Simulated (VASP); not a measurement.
# Lu3Si (P1) in VASP: single point with PBE

Aim: the single point of Lu3Si with PBE.

Program: VASP 6.6.1. These are calculated values, not measurements. Logs are shortened: lines on timing, memory, paths and dates and some standing lists are left out, and cuts for length are marked.

## 1. The cell of the first run

The typed cell holds 4 atoms: a = 4.541 Å, b = 4.541 Å, c = 4.541 Å, α = 90.00°, β = 90.00°, γ = 90.00°.

## 2. Single point, PBE (atoms moved at random)

Input file INCAR:

```
PREC = Accurate
ENCUT = 520
EDIFF = 1E-6
ISMEAR = -1
SIGMA = 0.05
LREAL = False
LASPH = True
NELM = 100
ALGO = Fast
ISIF = 2
LWAVE = False
LCHARG = False
GGA = PE
NBANDS = 48
```

Input file KPOINTS:

```
regular mesh
0
Gamma
  6 6 6
```

Input file POSCAR:

```
Lu3Si
1.0
    4.5414190000      0.0000000000      0.0000000000
    0.0000000000      4.5414190000      0.0000000000
    0.0000000000      0.0000000000      4.5414190000
Lu Si
3 1
Direct
    0.4835010000      0.5054090000      0.0002650000
    0.5103860000      0.0027580000      0.4980660000
   -0.0055870000      0.5048310000      0.5041270000
   -0.0035150000      0.0071270000     -0.0027520000
```

Potentials or basis: VASP PAW PBE potentials, release 64 (Lu, Si).

Run with:

```
cat potpaw_PBE.64/Lu/POTCAR potpaw_PBE.64/Si/POTCAR > POTCAR
mpirun -np 1 vasp_std > vasp.out
```

OUTCAR:

```text
PREC = Accurate
   ENCUT = 520
   EDIFF = 1E-6
   ISMEAR = -1
   LREAL = False
   LASPH = True
   NELM = 100
   ISIF = 2
   GGA = PE

 ion  position               nearest neighbor table
   1  0.484  0.505  0.000-   3 3.16   4 3.16   4 3.18   3 3.19   2 3.20   2 3.21   2 3.22   2 3.23
                             3 3.23   4 3.25   4 3.26   3 3.26
   2  0.510  0.003  0.498-   3 3.15   4 3.16   3 3.17   4 3.17   1 3.20   1 3.21   1 3.22   1 3.23
                             4 3.25   3 3.26   4 3.26   3 3.27
   3  0.994  0.505  0.504-   2 3.15   1 3.16   2 3.17   4 3.18   1 3.19   4 3.20   4 3.23   1 3.23
                             4 3.24   2 3.26   1 3.26   2 3.27
   4  0.996  0.007  0.997-   1 3.16   2 3.16   2 3.17   1 3.18   3 3.18   3 3.20   3 3.23   3 3.24
                             1 3.25   2 3.25   1 3.26   2 3.26

  LATTYP: Found a simple cubic cell.
 ALAT       =     4.5414190000

  Lattice vectors:

 A1 = (   4.5414190000,   0.0000000000,   0.0000000000)
 A2 = (   0.0000000000,   4.5414190000,   0.0000000000)
 A3 = (   0.0000000000,   0.0000000000,   4.5414190000)

Analysis of symmetry for initial positions (statically):
=====================================================================
 Subroutine PRICEL returns:
 Original cell was already a primitive cell.

 Routine SETGRP: Setting up the symmetry group for a
 simple cubic supercell.

 Subroutine GETGRP returns: Found  1 space group operations
 (whereof  1 operations were pure point group operations)
 out of a pool of 48 trial point group operations.

The static configuration has the point symmetry C_1 .

Analysis of symmetry for dynamics (positions and initial velocities):
=====================================================================
 Subroutine PRICEL returns:
 Original cell was already a primitive cell.

 Routine SETGRP: Setting up the symmetry group for a
 simple cubic supercell.

 Subroutine GETGRP returns: Found  1 space group operations
 (whereof  1 operations were pure point group operations)
 out of a pool of 48 trial point group operations.

The dynamic configuration has the point symmetry C_1 .

 Subroutine INISYM returns: Found  1 space group operations
 (whereof  1 operations are pure point group operations),
 and found     1 'primitive' translations

----------------------------------------------------------------------------------------

                                     Primitive cell

  volume of cell :      93.6644

  direct lattice vectors                    reciprocal lattice vectors
[... 86 lines left out ...]
   LNONCOLLINEAR =      F non collinear calculations
   LSORBIT =      F    spin-orbit coupling
   LASPH  =      T    aspherical Exc in radial PAW
   ENCUT  =  520.0 eV  38.22 Ry    6.18 a.u.   8.44  8.44  8.44*2*pi/ulx,y,z
   NELM   =    100;   NELMIN=  2; NELMDL= -5     # of ELM steps
   EDIFF  = 0.1E-05   stopping-criterion for ELM
   LREAL  =      F    real-space projection
[... 7 lines left out ...]
   TEBEG  =    0.0;   TEEND  =   0.0 temperature during run
   PSTRESS=    0.0 pullay stress
   NELECT =      79.0000    total number of electrons
   NUPDOWN=      -1.0000    fix difference up-down
   EMIN   =  10.00;   EMAX   =-10.00  energy-range for DOS
   EFERMI =   0.00;   METHOD = LEGACY
   ISMEAR =    -1;   SIGMA  =   0.05  broadening in eV -4-tet -1-fermi 0-gaus
   EFERMI_NEDOS =   21; number of points for ismear=-14 and -15
   IALGO  =     68    algorithm
   IMIX   =      4    mixing-type and parameters
     AMIX     =   0.40;   BMIX     =  1.00
     AMIX_MAG =   1.60;   BMIX_MAG =  1.00
  volume/ion in A,a.u.               =      23.42       158.02
  Fermi-wavevector in a.u.,A,eV,Ry     =   1.546770  2.922971 32.551886  2.392496
  Thomas-Fermi vector in A             =   2.651958
   LORBIT       =      0    0 simple, 1 ext, 2 COOP (PROOUT), +10 PAW based schemes
   GGA     = PE    functional components
   LHFCALC =     F    Hartree Fock is set to
   AEXX    =    0.0000 exact exchange contribution
   IVDW    =     0    specifies the selected vdW correction
   LEPSILON=     F    determine dielectric tensor
   LRPA    =     F    only Hartree local field effects (RPA)
 non-spin polarized calculation
 RMM-DIIS sequential band-by-band and
  energy-cutoff  :      520.00
  volume of cell :       93.66
 maximum number of plane-waves:      2560
 NGX is ok and might be reduce to    36
   NGX = 17   NGY = 17   NGZ = 17

 number of electron      79.0000003 magnetization

 Free energy of the ion-electron system (eV)
  ---------------------------------------------------
  ext. energy  EPLUGINS =         0.00000000
  ---------------------------------------------------
  free energy    TOTEN  =       -19.87858274 eV

  energy without entropy =      -19.83044573  energy(sigma->0) =      -19.85451424

 E-fermi :   3.8328     XC(G=0): -11.1581

 val. band max:        3.8318492565   @ k =  -0.3333   0.0000   0.1667
 cond. band min:       3.8329326184   @ k =  -0.1667  -0.3333   0.3333
 fundamental gap:      0.0010833619
 Fermi energy:         3.8328426283

 k-point     1 :       0.0000    0.0000    0.0000
  band No.  band energies     occupation
      1     -52.3928      2.00000
      2     -52.3162      2.00000
      3     -52.3119      2.00000
      4     -23.3928      2.00000
      5     -23.3903      2.00000
      6     -23.3878      2.00000
[... 1213 lines left out ...]
     47       7.8801      0.00000
     48       7.9662      0.00000

 [... further k-points ...]

------------------------ aborting loop because EDIFF is reached ----------------------------------------

  FORCE on cell =-STRESS in cart. coord.  units (eV):
  Direction    XX          YY          ZZ          XY          YZ          ZX
  --------------------------------------------------------------------------------------
  -------------------------------------------------------------------------------------
  Total       -0.2960077     -0.3494653     -0.3619484     -0.0009274     -0.0023522      0.0271822
  in kB       -5.0633616     -5.9777797     -6.1913100     -0.0158633     -0.0402354      0.4649655
  external PRESSURE =      -5.7441504 kB  Pullay stress =       0.0000000 kB

 VOLUME and BASIS-vectors are now :
 -----------------------------------------------------------------------------
  energy-cutoff  :      520.00
  volume of cell :       93.66
      direct lattice vectors                 reciprocal lattice vectors
     4.541419000  0.000000000  0.000000000     0.220195494  0.000000000  0.000000000
     0.000000000  4.541419000  0.000000000     0.000000000  0.220195494  0.000000000
     0.000000000  0.000000000  4.541419000     0.000000000  0.000000000  0.220195494

 POSITION                                       TOTAL-FORCE (eV/Angst)
 -----------------------------------------------------------------------------------
      2.19578      2.29527      0.00120         0.270107     -0.043065      0.005868
      2.31788      0.01253      2.26193        -0.353751      0.111916      0.051540
      4.51605      2.29265      2.28945         0.098772     -0.030637     -0.089975
      4.52546      0.03237      4.52892        -0.015127     -0.038214      0.032567
 -----------------------------------------------------------------------------------
    total drift:                                0.001114     -0.000891     -0.000052

  FREE ENERGIE OF THE ION-ELECTRON SYSTEM (eV)
  ---------------------------------------------------
  free  energy   TOTEN  =       -19.8785827435 eV

  energy  without entropy=      -19.8304457283  energy(sigma->0) =      -19.85451424
```

It took 46 min on 1 thread of AMD EPYC 7R43 (Zen 3), shared host; peak memory 0.46 GiB.

What came out:

| Property | Result |
| --- | --- |
| Free energy | -19.8786 eV |
| Pressure | -0.6 GPa |
| Largest force | 0.375 eV/Å |
| Band gap on the k mesh | zero (an odd number of electrons rules out a gap without spin polarisation) |

Forces on the atoms (eV/Å):
```
Lu   0.270 -0.043  0.006
Lu  -0.354  0.112  0.052
Lu   0.099 -0.031 -0.090
Si  -0.015 -0.038  0.033
```

Caveat: the cell differs from its parent crystal (atoms moved at random); spin-orbit coupling is left out, which moves the levels of the heavy elements.
